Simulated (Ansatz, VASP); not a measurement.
## Ta5Br3: VASP beside Ansatz

```
Ta Br
1.0
     7.49246    0.00000    0.00000
     0.00000    7.49246    0.00000
     0.00000    0.00000    3.38602
Ta Br
5 3
Cartesian
  5.2215 2.2710 0.0000
  2.2710 2.2710 0.0000
  5.2215 5.2215 0.0000
  2.2710 5.2215 0.0000
  3.7462 3.7462 1.6930
  0.0000 0.0000 1.6930
  3.7462 0.0000 0.0000
  0.0000 3.7462 0.0000
```

Alike in both runs: functional PBE; k mesh 4 × 4 × 10; occupations gaussian, width 0.1 eV; no spin polarisation.

Ansatz relaxed the structure, and its values are those at the end. VASP's run is a single point on that final structure, the one shown.

|  | VASP | Ansatz |
| --- | --- | --- |
| version | VASP 6.6.1 | Ansatz 0.2.0 |
| potentials or method | VASP PAW PBE potentials, release 64 (Ta_pv, Br), cutoff 520 eV | scalar-relativistic, plane waves, PAW |
| valence electrons in the cell | 76 | 86 |

```tsv
	VASP	Ansatz	Ansatz less VASP
gap on the k mesh at the Fermi level (eV)	none	none	-
pressure (GPa)	0.1	0.0	-0.07
```

A gap of «none» marks a metal or a gap that the smearing closes. VASP's potentials hold 76 valence electrons a cell and Ansatz's 86, so a difference there can come from the potentials and not from the codes.

Spin-orbit coupling is off throughout.
